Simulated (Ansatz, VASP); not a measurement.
# One calculation of AlN, two programs

Contents of INCAR:

```
PREC = Accurate
ENCUT = 520
EDIFF = 1E-7
ISMEAR = 0
SIGMA = 0.05
LREAL = False
LASPH = True
NELM = 100
ALGO = Normal
ISIF = 2
LWAVE = False
LCHARG = False
GGA = PE
NBANDS = 16
```

The input KPOINTS:

```
Automatic mesh
0
Gamma
  9 9 6
```

The input POSCAR:

```
AlN
1.0
    3.3963163242      0.0000000000      0.0000000000
   -1.6981581621      2.9412962160      0.0000000000
    0.0000000000      0.0000000000      4.2922799977
Al N
2 2
Direct
    0.3333333333      0.6666666667      0.7500000000
    0.6666666667      0.3333333333      0.2500000000
    0.3333333333      0.6666666667      0.2500000000
    0.6666666667      0.3333333333      0.7500000000
```

Input for Ansatz:

```yaml
crystal:
  lattice:
    - [3.3963163242, 0.0, 0.0]
    - [-1.6981581621, 2.941296216, 0.0]
    - [0.0, 0.0, 4.2922799977]
  atoms:
    - { symbol: Al, position: [0.3333333333, 0.6666666667, 0.75] }
    - { symbol: Al, position: [0.6666666667, 0.3333333333, 0.25] }
    - { symbol: "N", position: [0.3333333333, 0.6666666667, 0.25] }
    - { symbol: "N", position: [0.6666666667, 0.3333333333, 0.75] }
basis:
  ecutwfc: 520.0
kpoints:
  mp_grid: { grid: [9, 9, 6] }
hamiltonian:
  xc: pbe
  pseudopotentials: { kind: paw, azcp: { folder: soft_1 } }
scf:
  occupations: { method: gaussian, width: 0.05 }
output:
  forces: true
  stress: true
  eigenvalues: true
```

Change from the starting cell: mode 4 frozen in at +0.000 Å, equal normal strain along x, y and z +0.0250.

Alike in both runs: task single point; functional PBE; k mesh 9 × 9 × 6; occupations gaussian, width 0.05 eV; no spin polarisation.

```csv
,VASP,Ansatz
version,VASP 6.6.1,Ansatz 0.2.0
potentials or method,"VASP PAW PBE potentials, release 64 (Al, N), cutoff 520 eV","scalar-relativistic, plane waves, PAW"
valence electrons in the cell,16,16
```

|  | VASP | Ansatz | Ansatz less VASP |
| --- | --- | --- | --- |
| gap on the k mesh at the Fermi level (eV) | 2.70 | 2.70 | -0.006 |
| least direct gap on the mesh (eV) | 2.70 | 2.70 | -0.006 |
| pressure (GPa) | -13.4 | -13.2 | +0.15 |
| traceless stress, the component that is largest in VASP (GPa) | 1.85 | 1.77 | -0.085 |
